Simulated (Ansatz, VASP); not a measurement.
# Mn: VASP beside Ansatz

```
Mn
1.0
     2.48365    0.00000    0.00000
    -1.24182    2.15090    0.00000
     0.00000    0.00000    4.02620
Mn
2
Direct
  0.33333 0.66667 0.25000
  0.66667 0.33333 0.75000
```

Alike in both runs: task single point; functional PBEsol; k mesh 10 × 10 × 6; occupations fermi-dirac, width 0.05 eV; collinear spin; fixed moment 2 μB.

|  | VASP | Ansatz |
| --- | --- | --- |
| version | VASP 6.6.1 | Ansatz 0.2.0 |
| potentials or method | VASP PAW PBE potentials, release 64 (Mn_sv) | Ansatz PAW |
| plane-wave cutoff (eV) | 600 | 420 |
| valence electrons in the cell | 30 | 30 |

VASP gave:

```
pressure (GPa)                                                : -7.6
traceless stress, the component that is largest in VASP (GPa) : 1.34
net moment per atom (μB)                                      : 1.00
size of the moment on the site where the two differ most (μB) : 0.91
```

**Question.** Estimate Ansatz's values.

**Answer.** Pressure (GPa): -4.3; traceless stress, the component that is largest in VASP (GPa): 1.26; net moment per atom (μB): 1.00; size of the moment on the site where the two differ most (μB): 0.94.

VASP's potentials were made for PBE, not for PBEsol. Site moments also hang on the region over which each program counts them.
